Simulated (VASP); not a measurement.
BP, 2 atoms in the cell. Symmetry: F-43m, No. 216, cubic system. The conventional cell has a = 4.537 Å, b = 4.537 Å, c = 4.537 Å, α = 90.00°, β = 90.00°, γ = 90.00°. Within 2.6 Å of B (site symmetry -43m) lie 4 P at 1.96 Å. P (site symmetry -43m) has 4 B at 1.96 Å within 2.6 Å. 

```yaml
Program: VASP 6.6.1
Task: single point
Functional: r2SCAN
Potentials_or_basis: VASP PAW PBE potentials, release 64 (B, P)
Cutoff: 520 eV
k_mesh: 10 × 10 × 10
Occupations: gaussian, width 0.02 eV
Spin: no spin polarisation
Dipole_correction: no
Further_INCAR_settings: ALGO = Normal; EDIFF = 1e-06; NBANDS = 11
```

Potentials or basis: VASP PAW PBE potentials, release 64 (B, P).

Run with:

```sh
$ cat potpaw_PBE.64/B/POTCAR potpaw_PBE.64/P/POTCAR > POTCAR
$ cp INCAR.step1 INCAR
$ mpirun -np 1 vasp_std > vasp.out
$ cp INCAR.step2 INCAR
$ mpirun -np 1 vasp_std > vasp.out
```

Hardware: 1 thread of Intel(R) Xeon(R) Platinum 8375C CPU @ 2.90GHz (Ice Lake), with other jobs on the host.

**Question.** How long does it take, and how much memory?

**Answer.** Wall time 37 s on 1 thread of Intel(R) Xeon(R) Platinum 8375C CPU @ 2.90GHz (Ice Lake), on a shared host, peak memory 0.14 GiB. Counts: k points 47.
